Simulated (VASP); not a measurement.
# MgI2 (P-3m1) in VASP: notebook

The runs below take MgI2 through single point, with PBE.

All numbers are computed with VASP 6.6.1; they aren't measurements. Logs are shortened: lines on timing, memory, paths and dates and some standing lists are left out, and cuts for length are marked.

### 1 The cell of the first run

It takes space group P-3m1 (No. 164, trigonal). The conventional cell has a = 4.207 Å, b = 4.207 Å, c = 7.812 Å, α = 90.00°, β = 90.00°, γ = 120.00°. Within 3.8 Å of Mg (site symmetry -3m) lie 6 I at 2.88 Å. I (site symmetry 3m) has 3 Mg at 2.88 Å within 3.8 Å.

### 2 Single point, PBE

File INCAR:

```
ALGO     = Normal         # electronic algorithm
EDIFF    = 1E-6           # SCF threshold, eV
ENCUT    = 520            # plane-wave cutoff, eV
GGA      = PE             # functional
ISIF     = 2              # what is computed and relaxed
ISMEAR   = 0              # smearing method
LASPH    = True           # aspherical terms in the spheres
LCHARG   = False          # write CHGCAR
LREAL    = False          # projectors in reciprocal space
LWAVE    = False          # write WAVECAR
NBANDS   = 15             # bands
NELM     = 100            # most SCF steps
PREC     = Accurate       # precision mode
SIGMA    = 0.05           # smearing width, eV
```

File KPOINTS:

```
k-points
0
Gamma
  6 6 4
```

File POSCAR:

```
MgI2
1.0
    4.2072027146      0.0000000000      0.0000000000
   -2.1036013573      3.6435444297      0.0000000000
    0.0000000000      0.0000000000      7.8117229395
Mg I
1 2
Direct
    0.0000000000      0.0000000000      0.0000000000
    0.3333333333      0.6666666667      0.8012283115
    0.6666666667      0.3333333333      0.1987716885
```

Potentials or basis: VASP PAW PBE potentials, release 64 (Mg, I).

The run is started by

```bash
$ cat potpaw_PBE.64/Mg/POTCAR potpaw_PBE.64/I/POTCAR > POTCAR
$ mpirun -np 1 vasp_std > vasp.out
```

OUTCAR:

```text
EDIFF = 1E-6
   ENCUT = 520
   GGA = PE
   ISIF = 2
   ISMEAR = 0
   LASPH = True
   LREAL = False
   NELM = 100
   PREC = Accurate

 ion  position               nearest neighbor table
   1  0.000  0.000  0.000-   2 2.88   3 2.88   2 2.88   3 2.88   3 2.88   2 2.88
   2  0.333  0.667  0.801-   1 2.88   1 2.88   1 2.88
   3  0.667  0.333  0.199-   1 2.88   1 2.88   1 2.88

  LATTYP: Found a hexagonal cell.
 ALAT       =     4.2072027146
 C/A-ratio  =     1.8567498334

  Lattice vectors:

 A1 = (   4.2072027146,   0.0000000000,   0.0000000000)
 A2 = (  -2.1036013573,   3.6435444297,   0.0000000000)
 A3 = (   0.0000000000,   0.0000000000,   7.8117229395)

Analysis of symmetry for initial positions (statically):
[... 33 lines left out ...]
                                     Primitive cell

  volume of cell :     119.7469

  direct lattice vectors                    reciprocal lattice vectors
     4.207202715  0.000000000  0.000000000     0.237687620  0.137229011  0.000000000
    -2.103601357  3.643544430  0.000000000     0.000000000  0.274458023  0.000000000
     0.000000000  0.000000000  7.811722940     0.000000000  0.000000000  0.128012733

  length of vectors
     4.207202715  4.207202715  7.811722940     0.274458023  0.274458023  0.128012733

  position of ions in fractional coordinates (direct lattice)
     0.000000000  0.000000000  0.000000000
     0.333333333  0.666666667  0.801228311
     0.666666667  0.333333333  0.198771689

  ion indices of the primitive-cell ions
   primitive index   ion index
                 1           1
                 2           2
                 3           3

----------------------------------------------------------------------------------------

 KPOINTS: k-points

Automatic generation of k-mesh.
 Grid dimensions read from file:
 generate k-points for:    6    6    4

 Generating k-lattice:

  Cartesian coordinates                     Fractional coordinates (reciprocal lattice)
     0.039614603  0.022871502  0.000000000     0.166666667  0.000000000  0.000000000
     0.000000000  0.045743004  0.000000000     0.000000000  0.166666667  0.000000000
     0.000000000  0.000000000  0.032003183     0.000000000  0.000000000  0.250000000

  Length of vectors
     0.045743004  0.045743004  0.032003183

  Shift w.r.t. Gamma in fractional coordinates (k-lattice)
[... 9 lines left out ...]
  0.000000  0.000000  0.000000      1.000000
  0.166667  0.000000  0.000000      6.000000
  0.333333 -0.000000  0.000000      6.000000
  0.500000 -0.000000  0.000000      3.000000
  0.166667  0.166667  0.000000      6.000000
  0.333333  0.166667  0.000000     12.000000
[... 16 lines left out ...]
  0.333333  0.166667  0.500000     12.000000
[... 5 lines left out ...]
   dimension x,y,z NGXF=    64 NGYF=   64 NGZF=  120
   ions per type =               1   2
   NGX,Y,Z   is equivalent  to a cutoff of  12.64, 12.64, 12.77 a.u.
   NGXF,Y,Z  is equivalent  to a cutoff of  25.29, 25.29, 25.54 a.u.
 SYSTEM =  unknown system
   PREC   = accura    normal or accurate (medium, high low for compatibility)
   ISTART =      0    job   : 0-new  1-cont  2-samecut
   ICHARG =      2    charge: 1-file 2-atom 10-const
   ISPIN  =      1    spin polarized calculation?
   LNONCOLLINEAR =      F non collinear calculations
   LSORBIT =      F    spin-orbit coupling
   LASPH  =      T    aspherical Exc in radial PAW
   ENCUT  =  520.0 eV  38.22 Ry    6.18 a.u.   7.82  7.82 14.52*2*pi/ulx,y,z
   NELM   =    100;   NELMIN=  2; NELMDL= -5     # of ELM steps
   EDIFF  = 0.1E-05   stopping-criterion for ELM
   LREAL  =      F    real-space projection
   EDIFFG = 0.1E-04   stopping-criterion for IOM
   NSW    =      0    number of steps for IOM
   IBRION =     -1    ionic relax: 0-MD 1-quasi-New 2-CG
[... 14 lines left out ...]
     AMIX     =   0.40;   BMIX     =  1.00
     AMIX_MAG =   1.60;   BMIX_MAG =  1.00
  volume/ion in A,a.u.               =      39.92       269.36
  Fermi-wavevector in a.u.,A,eV,Ry     =   0.836938  1.581584  9.530412  0.700466
  Thomas-Fermi vector in A             =   1.950745
   LORBIT       =      0    0 simple, 1 ext, 2 COOP (PROOUT), +10 PAW based schemes
   GGA     = PE    functional components
[... 6 lines left out ...]
 Gauss-broadening in eV      SIGMA  =   0.05
  energy-cutoff  :      520.00
  volume of cell :      119.75
 maximum number of plane-waves:      3251
 NGX is ok and might be reduce to    32
   NGX = 15   NGY = 15   NGZ = 29

 number of electron      15.9999998 magnetization

 Free energy of the ion-electron system (eV)
  ---------------------------------------------------
  ext. energy  EPLUGINS =         0.00000000
  ---------------------------------------------------
  free energy    TOTEN  =        -7.66805887 eV

  energy without entropy =       -7.66805887  energy(sigma->0) =       -7.66805887

 E-fermi :   1.0699     XC(G=0):  -7.3495

 val. band max:        0.8140578479   @ k =   0.1667   0.0000   0.0000
 cond. band min:       4.6081295779   @ k =   0.5000  -0.0000   0.2500
 fundamental gap:      3.7940717300
 Fermi energy:         1.0698964012

 k-point     1 :       0.0000    0.0000    0.0000
  band No.  band energies     occupation
      1     -11.0388      2.00000
      2     -10.3148      2.00000
      3      -2.0648      2.00000
      4       0.4115      2.00000
      5       0.4115      2.00000
      6       0.7533      2.00000
      7       0.8009      2.00000
      8       0.8009      2.00000
      9       4.8059      0.00000
     10       5.7030      0.00000
     11       7.4476      0.00000
     12       7.4476      0.00000
     13       7.7021      0.00000
     14       8.9091      0.00000
     15       8.9091      0.00000
[... 397 lines left out ...]
 k-point    24 :       0.3333    0.3333    0.5000
  band No.  band energies     occupation
      1     -10.1866      2.00000
      2     -10.1866      2.00000
      3      -2.3667      2.00000
      4      -1.6540      2.00000
      5      -1.6540      2.00000
      6      -0.9425      2.00000
      7       0.3983      2.00000
      8       0.3983      2.00000
      9       5.8769      0.00000
     10       7.4029      0.00000
     11       7.4029      0.00000
     12       8.7694      0.00000
     13       8.9011      0.00000
     14       9.3329      0.00000
     15       9.3888      0.00000

------------------------ aborting loop because EDIFF is reached ----------------------------------------

  FORCE on cell =-STRESS in cart. coord.  units (eV):
  Direction    XX          YY          ZZ          XY          YZ          ZX
  --------------------------------------------------------------------------------------
  -------------------------------------------------------------------------------------
  Total        0.9626323      0.9626323      1.9061109      0.0000000      0.0000000      0.0000000
  in kB       12.8797275     12.8797275     25.5031844      0.0000000      0.0000000      0.0000000
  external PRESSURE =      17.0875465 kB  Pullay stress =       0.0000000 kB

 VOLUME and BASIS-vectors are now :
 -----------------------------------------------------------------------------
  energy-cutoff  :      520.00
  volume of cell :      119.75
      direct lattice vectors                 reciprocal lattice vectors
     4.207202715  0.000000000  0.000000000     0.237687620  0.137229011  0.000000000
    -2.103601357  3.643544430  0.000000000     0.000000000  0.274458023  0.000000000
     0.000000000  0.000000000  7.811722940     0.000000000  0.000000000  0.128012733

 POSITION                                       TOTAL-FORCE (eV/Angst)
 -----------------------------------------------------------------------------------
      0.00000      0.00000      0.00000        -0.000000      0.000000      0.000000
     -0.00000      2.42903      6.25897        -0.000000      0.000000     -0.619845
      2.10360      1.21451      1.55275         0.000000      0.000000      0.619845
 -----------------------------------------------------------------------------------
    total drift:                               -0.000000      0.000000     -0.000000

  FREE ENERGIE OF THE ION-ELECTRON SYSTEM (eV)
  ---------------------------------------------------
  free  energy   TOTEN  =        -7.6680588653 eV

  energy  without entropy=       -7.6680588653  energy(sigma->0) =       -7.66805887
```

OSZICAR:

```text
N       E                     dE             d eps       ncg     rms          rms(c)
DAV:   1     0.788632057018E+02    0.78863E+02   -0.55520E+03   720   0.817E+02
DAV:   2    -0.110063602208E+01   -0.79964E+02   -0.73007E+02  1056   0.132E+02
DAV:   3    -0.766476823491E+01   -0.65641E+01   -0.65371E+01   979   0.431E+01
DAV:   4    -0.781318026626E+01   -0.14841E+00   -0.14840E+00  1002   0.758E+00
DAV:   5    -0.781463155874E+01   -0.14513E-02   -0.14513E-02   988   0.779E-01    0.400E+00
DAV:   6    -0.769272725863E+01    0.12190E+00   -0.11720E-01   769   0.167E+00    0.270E+00
DAV:   7    -0.767011162943E+01    0.22616E-01   -0.13623E-01   846   0.180E+00    0.702E-01
DAV:   8    -0.766793554219E+01    0.21761E-02   -0.10017E-02   832   0.531E-01    0.218E-01
DAV:   9    -0.766806264280E+01   -0.12710E-03   -0.78705E-04   944   0.170E-01    0.852E-02
DAV:  10    -0.766805083614E+01    0.11807E-04   -0.34677E-05   881   0.398E-02    0.290E-02
DAV:  11    -0.766805847010E+01   -0.76340E-05   -0.13858E-05   853   0.246E-02    0.166E-02
DAV:  12    -0.766805886527E+01   -0.39516E-06   -0.37162E-07   752   0.373E-03
   1 F= -.76680589E+01 E0= -.76680589E+01  d E =-.519795E-14
```

stdout:

```text
POSCAR found type information on POSCAR MgI
 POSCAR found :  2 types and       3 ions
 scaLAPACK will be used
 LDA part: xc-table for (Slater+PW92), standard interpolation
 POSCAR, INCAR and KPOINTS ok, starting setup
 FFT: planning ... GRIDC
 FFT: planning ... GRID_SOFT
 FFT: planning ... GRID
 WAVECAR not read
 entering main loop
```

It took 19 s on 1 thread of AMD EPYC 9R45 (Zen 5), shared host; peak memory 0.21 GiB.

Results:

```yaml
Free_energy: -7.6681 eV
Pressure: 1.7 GPa
Largest_force: 0.620 eV/Å
Band_gap_on_the_k_mesh: 3.79 eV, indirect (least direct gap 4.00 eV)
```

Forces in eV/Å, atoms in the order of the input:
```
Mg   0.000  0.000  0.000
I    0.000  0.000 -0.620
I    0.000  0.000  0.620
```

Stress tensor (GPa, compression positive):
```
1.29 0.00 0.00
0.00 1.29 0.00
0.00 0.00 2.55
```

Caveat: spin-orbit coupling is left out, which moves the levels of the heavy elements; this functional lacks dispersion, which binds the layers, so the pressure and a relaxed spacing across them are unreliable.

### 3 Single point, PBE

File INCAR:

```
PREC = Accurate
ENCUT = 520
EDIFF = 1E-7
ISMEAR = 0
SIGMA = 0.05
LREAL = F
LASPH = T
NELM = 60
ALGO = Normal
ISIF = 2
LWAVE = F
LCHARG = F
GGA = PE
NBANDS = 15
```

File KPOINTS:

```
regular mesh
0
Gamma
  6 6 4
```

File POSCAR:

```
MgI2
1.0
    4.2072027146      0.0000000000      0.0000000000
   -2.1036013573      3.6435444297      0.0000000000
    0.0000000000      0.0000000000      7.8117229395
Mg I
1 2
Direct
    0.0000000000      0.0000000000      0.0000000000
    0.3333333333      0.6666666667      0.7781860196
    0.6666666667      0.3333333333      0.2218139804
```

Potentials or basis: VASP PAW PBE potentials, release 64 (Mg, I).

The run is started by

```bash
$ cat potpaw_PBE.64/Mg/POTCAR potpaw_PBE.64/I/POTCAR > POTCAR
$ mpirun -np 1 vasp_std > vasp.out
```

It took 23 s on 1 thread of AMD EPYC 9R45 (Zen 5), shared host; peak memory 0.23 GiB.

Results (log left out):

| Property | Result |
| --- | --- |
| Free energy | -7.7210 eV |
| Pressure | -0.8 GPa |
| Largest force | 0.282 eV/Å |
| Band gap on the k mesh | 3.47 eV, indirect (least direct gap 3.54 eV) |

Forces in eV/Å, atoms in the order of the input:
```
Mg   0.000  0.000  0.000
I    0.000  0.000  0.282
I    0.000  0.000 -0.282
```

Stress tensor (GPa, compression positive):
```
-0.54  0.00  0.00
 0.00 -0.54  0.00
 0.00  0.00 -1.27
```

Levels at points of the mesh, in eV from the valence-band top:
```tsv
k point	band 5	band 6	band 7	band 8	band 9	band 10	band 11	band 12
(0.00, 0.00, 0.00)	-0.25	-0.25	0.00	0.00	3.54	4.90	6.71	6.71
(0.50, 0.00, 0.00)	-1.46	-1.08	-0.73	-0.41	3.57	5.33	5.65	7.10
(0.00, 0.00, 0.50)	-0.23	-0.23	-0.02	-0.02	4.26	4.87	6.66	6.66
(0.50, 0.00, 0.50)	-1.21	-1.04	-0.72	-0.47	3.47	5.29	5.66	6.15
```

Caveat: spin-orbit coupling is left out, which moves the levels of the heavy elements; this functional lacks dispersion, which binds the layers, so the pressure and a relaxed spacing across them are unreliable.

### 4 Single point, PBE

This run uses another cell than the first one, of 40.55 Å³/atom, 1.016 times its volume.

File INCAR:

```
SYSTEM = MgI2
ALGO = Normal
EDIFF = 1E-7
ENCUT = 520
GGA = PE
ISIF = 2
ISMEAR = 0
LASPH = .True.
LCHARG = .False.
LREAL = .False.
LWAVE = .False.
NBANDS = 15
NELM = 60
PREC = Accurate
SIGMA = 0.05
```

File KPOINTS:

```
k-points
0
Gamma
  6 6 4
  0 0 0
```

File POSCAR:

```
MgI2
1.0
    4.2295124603      0.0000000000      0.0000000000
   -2.1147562301      3.6628652362      0.0000000000
    0.0000000000      0.0000000000      7.8531465561
Mg I
1 2
Direct
    0.0000000000      0.0000000000      0.0000000000
    0.3333333333      0.6666666667      0.7897071656
    0.6666666667      0.3333333333      0.2102928344
```

The run is started by

```bash
$ cat potpaw_PBE.64/Mg/POTCAR potpaw_PBE.64/I/POTCAR > POTCAR
$ mpirun -np 1 vasp_std > vasp.out
```

Run time: 24 s. Hardware: 1 thread of AMD EPYC 9R45 (Zen 5), shared host; peak memory 0.22 GiB.

It converged, with:

```
Free energy            : -7.7371 eV
Pressure               : 0.0 GPa
Largest force          : 0.056 eV/Å
Band gap on the k mesh : 3.65 eV, indirect (least direct gap 3.73 eV)
```

Forces in eV/Å, atoms in the order of the input:
```
Mg   0.000  0.000  0.000
I    0.000  0.000 -0.056
I    0.000  0.000  0.056
```

Stress tensor (GPa, compression positive):
```
-0.16  0.00  0.00
 0.00 -0.16  0.00
 0.00  0.00  0.24
```

Levels at points of the mesh, in eV from the valence-band top:
| k point | band 4 | band 5 | band 6 | band 7 | band 8 | band 9 | band 10 | band 11 | band 12 | band 13 |
| --- | --- | --- | --- | --- | --- | --- | --- | --- | --- | --- |
| (0.00, 0.00, 0.00) | -0.30 | -0.30 | -0.21 | 0.00 | 0.00 | 3.73 | 4.89 | 6.67 | 6.67 | 6.94 |
| (0.50, 0.00, 0.00) | -2.62 | -1.29 | -1.15 | -0.57 | -0.36 | 3.69 | 5.49 | 5.89 | 7.33 | 7.56 |
| (0.00, 0.00, 0.50) | -0.73 | -0.28 | -0.28 | -0.01 | -0.01 | 4.33 | 4.88 | 6.62 | 6.62 | 7.10 |
| (0.50, 0.00, 0.50) | -2.70 | -1.12 | -1.10 | -0.56 | -0.40 | 3.65 | 5.50 | 5.84 | 6.42 | 7.58 |

Caveat: spin-orbit coupling is left out, which moves the levels of the heavy elements; this functional lacks dispersion, which binds the layers, so the pressure and a relaxed spacing across them are unreliable.

### 5 Single point, PBE

This run uses another cell than the first one, of 40.55 Å³/atom, 1.016 times its volume.

File INCAR:

```
SYSTEM = MgI2
PREC     = Accurate       ! precision mode
ENCUT    = 520            ! plane-wave cutoff, eV
EDIFF    = 1E-7           ! SCF threshold, eV
ISMEAR   = 0              ! smearing method
SIGMA    = 0.05           ! smearing width, eV
LREAL    = .False.        ! projectors in reciprocal space
LASPH    = .True.         ! aspherical terms in the spheres
NELM     = 80             ! most SCF steps
ALGO     = Normal         ! electronic algorithm
ISIF     = 2              ! what is computed and relaxed
LWAVE    = .False.        ! write WAVECAR
LCHARG   = .True.         ! write CHGCAR
GGA      = PE             ! functional
LELF     = .True.         ! ELF
LVHAR    = .True.       
NBANDS   = 15             ! bands
```

File KPOINTS:

```
Automatic mesh
0
Gamma
  6 6 4
  0 0 0
```

File POSCAR:

```
MgI2
1.0
    4.2295124603      0.0000000000      0.0000000000
   -2.1147562301      3.6628652362      0.0000000000
    0.0000000000      0.0000000000      7.8531465561
Mg I
1 2
Direct
    0.0000000000      0.0000000000      0.0000000000
    0.3333333333      0.6666666667      0.7743456377
    0.6666666667      0.3333333333      0.2256543623
```

The run is started by

```bash
$ cat potpaw_PBE.64/Mg/POTCAR potpaw_PBE.64/I/POTCAR > POTCAR
$ mpirun -np 1 vasp_std > vasp.out
```

Run time: 25 s. Hardware: 1 thread of AMD EPYC 9R45 (Zen 5), shared host; peak memory 0.22 GiB.

It converged, with:

```yaml
Free_energy: -7.6849 eV
Pressure: -1.4 GPa
Largest_force: 0.471 eV/Å
Band_gap_on_the_k_mesh: 3.38 eV, indirect (least direct gap 3.39 eV)
```

Forces on the atoms (eV/Å):
```
Mg   0.000  0.000  0.000
I    0.000  0.000  0.471
I    0.000  0.000 -0.471
```

Stress tensor (GPa, compression positive):
```
-1.09  0.00  0.00
 0.00 -1.09  0.00
 0.00  0.00 -2.15
```

Levels at points of the mesh, in eV from the valence-band top:
```
           k point  band 4  band 5  band 6  band 7  band 8  band 9  band 10  band 11  band 12  band 13
(0.00, 0.00, 0.00)   -0.43   -0.22   -0.22    0.00    0.00    3.39     4.89     6.70     6.70     6.96
(0.50, 0.00, 0.00)   -2.57   -1.46   -1.02   -0.75   -0.41    3.49     5.26     5.61     6.98     6.99
(0.00, 0.00, 0.50)   -1.06   -0.20   -0.20   -0.02   -0.02    4.12     4.84     6.65     6.65     7.33
(0.50, 0.00, 0.50)   -2.68   -1.21   -0.98   -0.74   -0.47    3.38     5.20     5.66     6.08     7.27
```

Caveat: spin-orbit coupling is left out, which moves the levels of the heavy elements; this functional lacks dispersion, which binds the layers, so the pressure and a relaxed spacing across them are unreliable.
